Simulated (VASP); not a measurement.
# AlInC2N2 (P-1) in VASP: single point with PBE

Aim: the single point of AlInC2N2 with PBE.

All numbers are computed with VASP 6.6.1; they aren't measurements. Logs are shortened: lines on timing, memory, paths and dates and some standing lists are left out, and cuts for length are marked.

### 1 The cell of the first run

The typed cell holds 6 atoms: a = 4.250 Å, b = 4.720 Å, c = 8.989 Å, α = 79.90°, β = 79.86°, γ = 65.25°.

### 2 Single point, PBE

Input file INCAR:

```
SYSTEM = AlInC2N2
PREC = Accurate ; ENCUT = 520
EDIFF = 1E-6 ; ISMEAR = 0
SIGMA = 0.1 ; LREAL = .FALSE.
LASPH = .TRUE. ; NELM = 100
ALGO = Normal ; ISIF = 2
LWAVE = .FALSE. ; LCHARG = .FALSE.
GGA = PE ; NBANDS = 26
```

Input file KPOINTS:

```
regular mesh
0
G
  4 4 2
  0 0 0
```

Input file POSCAR:

```
AlInC2N2
1.0
    4.2499761600      0.0000000000      0.0000000000
    1.9763125500      4.2866794500      0.0000000000
    1.5832617100      1.0067458600      8.7911443300
Al In C N
1 1 2 2
Direct
    0.0000000000      0.0000000000      0.0000000000
    0.5000000000      0.5000000000      0.5000000000
    0.8176956700      0.1823043300      0.1823043300
    0.1823043300      0.8176956700      0.8176956700
    0.7039377700      0.2960622300      0.2960622300
    0.2960622300      0.7039377700      0.7039377700
```

Potentials or basis: VASP PAW PBE potentials, release 64 (Al, In_d, C, N).

The run is started by

```sh
> cat potpaw_PBE.64/Al/POTCAR potpaw_PBE.64/In_d/POTCAR potpaw_PBE.64/C/POTCAR potpaw_PBE.64/N/POTCAR > POTCAR
> mpirun -np 1 vasp_std > vasp.out
```

OUTCAR:

```text
SYSTEM = AlInC2N2
   PREC = Accurate
   ENCUT = 520
   EDIFF = 1E-6
   ISMEAR = 0
   LREAL = .FALSE.
   LASPH = .TRUE.
   NELM = 100
   ISIF = 2
   GGA = PE

 ion  position               nearest neighbor table
   1  0.000  0.000  0.000-   3 1.88   4 1.88
   2  0.500  0.500  0.500-   5 2.10   6 2.10
   3  0.818  0.182  0.182-   5 1.17   1 1.88
   4  0.182  0.818  0.818-   6 1.17   1 1.88
   5  0.704  0.296  0.296-   3 1.17   2 2.10
   6  0.296  0.704  0.704-   4 1.17   2 2.10

  Warning from LATTYP: Got some problem with cell dimensions!
  Tried to take original basis but could not verify dimensions!
  LATTYP: Found a triclinic cell.
 ALAT       =    17.7303382165
 B/A-ratio  =     0.5904566587
 C/A-ratio  =     0.9178317504
 COS(alpha) =     0.0025009865
 COS(beta)  =     0.5658096911
 COS(gamma) =     0.8242418429

  Lattice vectors:

 A1 = (  -1.0834527400,   2.0134917200,  17.5822886600)
 A2 = (  -4.6430270000,  -3.2799335900,   8.7911443300)
 A3 = (   9.7858629700,   9.5801047600,   8.7911443300)

Analysis of symmetry for initial positions (statically):
=====================================================================
 Subroutine PRICEL returns:
 Original cell was already a primitive cell.

 Routine SETGRP: Setting up the symmetry group for a
 triclinic supercell.

 Subroutine GETGRP returns: Found  2 space group operations
 (whereof  2 operations were pure point group operations)
 out of a pool of  2 trial point group operations.

The static configuration has the point symmetry S_2 .

Analysis of symmetry for dynamics (positions and initial velocities):
=====================================================================
 Subroutine PRICEL returns:
 Original cell was already a primitive cell.

 Routine SETGRP: Setting up the symmetry group for a
 triclinic supercell.

 Subroutine GETGRP returns: Found  2 space group operations
 (whereof  2 operations were pure point group operations)
 out of a pool of  2 trial point group operations.

The dynamic configuration has the point symmetry S_2 .

 Subroutine INISYM returns: Found  2 space group operations
 (whereof  2 operations are pure point group operations),
 and found     1 'primitive' translations
[... 93 lines left out ...]
   LNONCOLLINEAR =      F non collinear calculations
   LSORBIT =      F    spin-orbit coupling
   LASPH  =      T    aspherical Exc in radial PAW
   ENCUT  =  520.0 eV  38.22 Ry    6.18 a.u.   7.90  8.78 16.71*2*pi/ulx,y,z
   NELM   =    100;   NELMIN=  2; NELMDL= -5     # of ELM steps
   EDIFF  = 0.1E-05   stopping-criterion for ELM
   LREAL  =      F    real-space projection
   EDIFFG = 0.1E-04   stopping-criterion for IOM
   NSW    =      0    number of steps for IOM
   IBRION =     -1    ionic relax: 0-MD 1-quasi-New 2-CG
   NFREE  =      0    steps in history (QN), initial steepest desc. (CG)
   ISIF   =      2    stress and relaxation
   ISYM   =      2    0-nonsym 1-usesym 2-fastsym
   POTIM  = 0.5000    time-step for ionic-motion
   TEBEG  =    0.0;   TEEND  =   0.0 temperature during run
   PSTRESS=    0.0 pullay stress
   NELECT =      34.0000    total number of electrons
   NUPDOWN=      -1.0000    fix difference up-down
   EMIN   =  10.00;   EMAX   =-10.00  energy-range for DOS
   EFERMI =   0.00;   METHOD = LEGACY
   ISMEAR =     0;   SIGMA  =   0.10  broadening in eV -4-tet -1-fermi 0-gaus
   EFERMI_NEDOS =   21; number of points for ismear=-14 and -15
   IALGO  =     38    algorithm
   IMIX   =      4    mixing-type and parameters
     AMIX     =   0.40;   BMIX     =  1.00
     AMIX_MAG =   1.60;   BMIX_MAG =  1.00
  volume/ion in A,a.u.               =      26.69       180.14
  Fermi-wavevector in a.u.,A,eV,Ry     =   0.976600  1.845507 12.976530  0.953748
  Thomas-Fermi vector in A             =   2.107232
   LORBIT       =      0    0 simple, 1 ext, 2 COOP (PROOUT), +10 PAW based schemes
   GGA     = PE    functional components
   LHFCALC =     F    Hartree Fock is set to
   AEXX    =    0.0000 exact exchange contribution
   IVDW    =     0    specifies the selected vdW correction
   LEPSILON=     F    determine dielectric tensor
   LRPA    =     F    only Hartree local field effects (RPA)
 non-spin polarized calculation
 Gauss-broadening in eV      SIGMA  =   0.10
  energy-cutoff  :      520.00
  volume of cell :      160.16
 maximum number of plane-waves:      4333
   NGX = 15   NGY = 17   NGZ = 33

 number of electron      34.0000001 magnetization

 Free energy of the ion-electron system (eV)
  ---------------------------------------------------
  ext. energy  EPLUGINS =         0.00000000
  ---------------------------------------------------
  free energy    TOTEN  =       -34.30806005 eV

  energy without entropy =      -34.27298815  energy(sigma->0) =      -34.29052410

 E-fermi :   1.2893     XC(G=0):  -7.0446

 val. band max:        1.2887004339   @ k =  -0.2500   0.2500   0.5000
 cond. band min:       1.3101308402   @ k =   0.2500   0.5000   0.5000
 fundamental gap:      0.0214304063
 Fermi energy:         1.2893053302

 k-point     1 :       0.0000    0.0000    0.0000
  band No.  band energies     occupation
      1     -18.0657      2.00000
      2     -17.9709      2.00000
      3     -13.6832      2.00000
      4     -13.3967      2.00000
      5     -13.3856      2.00000
      6     -13.3509      2.00000
[... 569 lines left out ...]
     25       6.2171      0.00000
     26       6.5162      0.00000

------------------------ aborting loop because EDIFF is reached ----------------------------------------

  FORCE on cell =-STRESS in cart. coord.  units (eV):
  Direction    XX          YY          ZZ          XY          YZ          ZX
  --------------------------------------------------------------------------------------
  -------------------------------------------------------------------------------------
  Total       -3.8795918      3.8892489     15.7123238     -0.8382889      8.0418109     -1.1383444
  in kB      -38.8100052     38.9066116    157.1802912     -8.3859327     80.4473095    -11.3875777
  external PRESSURE =      52.4256325 kB  Pullay stress =       0.0000000 kB

 VOLUME and BASIS-vectors are now :
 -----------------------------------------------------------------------------
  energy-cutoff  :      520.00
  volume of cell :      160.16
      direct lattice vectors                 reciprocal lattice vectors
     4.249976160  0.000000000  0.000000000     0.235295438 -0.108479613 -0.029953194
     1.976312550  4.286679450  0.000000000     0.000000000  0.233280797 -0.026714893
     1.583261710  1.006745860  8.791144330     0.000000000  0.000000000  0.113750834

 POSITION                                       TOTAL-FORCE (eV/Angst)
 -----------------------------------------------------------------------------------
      0.00000      0.00000      0.00000         0.000000      0.000000      0.000000
      3.90478      2.64671      4.39557         0.000000      0.000000      0.000000
      4.12411      0.96501      1.60266         0.196674     -1.182375     -1.859084
      3.68544      4.32841      7.18848        -0.196674      1.182375      1.859084
      4.04557      1.56718      2.60273         0.017363     -0.451636     -0.656622
      3.76398      3.72624      6.18842        -0.017363      0.451636      0.656622
 -----------------------------------------------------------------------------------
    total drift:                               -0.000000      0.000000     -0.000000

  FREE ENERGIE OF THE ION-ELECTRON SYSTEM (eV)
  ---------------------------------------------------
  free  energy   TOTEN  =       -34.3080600503 eV

  energy  without entropy=      -34.2729881493  energy(sigma->0) =      -34.29052410
```

OSZICAR:

```text
N       E                     dE             d eps       ncg     rms          rms(c)
DAV:   1     0.265112936938E+03    0.26511E+03   -0.14466E+04  1040   0.117E+03
DAV:   2     0.104287531770E+00   -0.26501E+03   -0.24919E+03  1196   0.301E+02
DAV:   3    -0.385131970142E+02   -0.38617E+02   -0.37623E+02  1380   0.121E+02
DAV:   4    -0.403121152672E+02   -0.17989E+01   -0.17729E+01  1230   0.310E+01
DAV:   5    -0.403871091489E+02   -0.74994E-01   -0.74667E-01  1418   0.588E+00    0.141E+01
DAV:   6    -0.344890716854E+02    0.58980E+01   -0.19981E+01  1418   0.328E+01    0.773E+00
DAV:   7    -0.343563183324E+02    0.13275E+00   -0.14811E+00  1154   0.763E+00    0.364E+00
DAV:   8    -0.343191499481E+02    0.37168E-01   -0.21815E-01  1540   0.364E+00    0.124E+00
DAV:   9    -0.343088718028E+02    0.10278E-01   -0.58576E-02  1448   0.176E+00    0.654E-01
DAV:  10    -0.343073845454E+02    0.14873E-02   -0.89658E-03  1356   0.620E-01    0.266E-01
DAV:  11    -0.343078375825E+02   -0.45304E-03   -0.10591E-03  1362   0.213E-01    0.105E-01
DAV:  12    -0.343080000571E+02   -0.16247E-03   -0.17312E-04  1222   0.823E-02    0.397E-02
DAV:  13    -0.343080544981E+02   -0.54441E-04   -0.72269E-05  1204   0.447E-02    0.108E-02
DAV:  14    -0.343080591323E+02   -0.46342E-05   -0.96927E-06  1562   0.246E-02    0.838E-03
DAV:  15    -0.343080600503E+02   -0.91803E-06   -0.13473E-06  1040   0.696E-03
   1 F= -.34308060E+02 E0= -.34290524E+02  d E =-.350719E-01
```

Run time: 2.4 min. Hardware: 1 thread of Intel Xeon 8259CL, shared host; peak memory 0.32 GiB.

What came out:

- Free energy: -34.3081 eV
- Pressure: 5.2 GPa
- Largest force: 2.212 eV/Å
- Band gap on the k mesh: zero (bands 17 and 18 overlap by 0.34 eV)

Forces on the atoms (eV/Å):
```
Al   0.000  0.000  0.000
In   0.000  0.000  0.000
C    0.197 -1.182 -1.859
C   -0.197  1.182  1.859
N    0.017 -0.452 -0.657
N   -0.017  0.452  0.657
```

Caveat: the k points lie up to 0.41 Å⁻¹ apart; spin-orbit coupling is left out, which moves the levels of the heavy elements; forces of over 1 eV/Å act on the atoms, so gaps and moduli don't describe the material at rest.
